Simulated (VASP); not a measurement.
SiC, 12 atoms in the cell. The structure is hexagonal, space group P6_3mc (No. 186). The conventional cell has a = 3.095 Å, b = 3.095 Å, c = 15.170 Å, α = 90.00°, β = 90.00°, γ = 120.00°. Within 2.5 Å of Si (site symmetry 3m) lie 4 C at 1.90 Å. Si (site symmetry 3m) has 4 C at 1.90 Å within 2.5 Å. Within 2.5 Å of Si (site symmetry 3m) lie 4 C at 1.90 Å. Within 2.5 Å of C (site symmetry 3m) lie 4 Si at 1.90 Å. Within 2.5 Å of C (site symmetry 3m) lie 4 Si at 1.90 Å. C (site symmetry 3m) has 4 Si at 1.90 Å within 2.5 Å. 

| Quantity | Value |
| --- | --- |
| Program | VASP 6.6.1 |
| Task | relaxation of cell and atoms |
| Functional | LDA |
| Potentials or basis | VASP PAW LDA potentials, release 64 (Si, C) |
| Cutoff | 600 eV |
| k mesh | 8 × 8 × 2 |
| Occupations | gaussian, width 0.01 eV |
| Spin | no spin polarisation |
| Dipole correction | no |
| Further INCAR settings | ALGO = Normal; EDIFF = 1e-07; IBRION = 2; EDIFFG = -0.002; NSW = 80; ISIF = 3 |

Potentials or basis: VASP PAW LDA potentials, release 64 (Si, C).

Launch:

```console
$ cat potpaw_LDA.64/Si/POTCAR potpaw_LDA.64/C/POTCAR > POTCAR
$ mpirun -np 1 vasp_std > vasp.out
```

Hardware: 1 thread of Intel(R) Xeon(R) Platinum 8124M CPU @ 3.00GHz (Skylake/Cascade Lake), on a shared host.

**Question.** How long does it take, and how much memory?

**Answer.** Run time: 7.5 min on 1 thread of Intel(R) Xeon(R) Platinum 8124M CPU @ 3.00GHz (Skylake/Cascade Lake), on a shared host, peak memory 0.28 GiB. Counts: scf iterations 57, k points 20, ion steps 8.
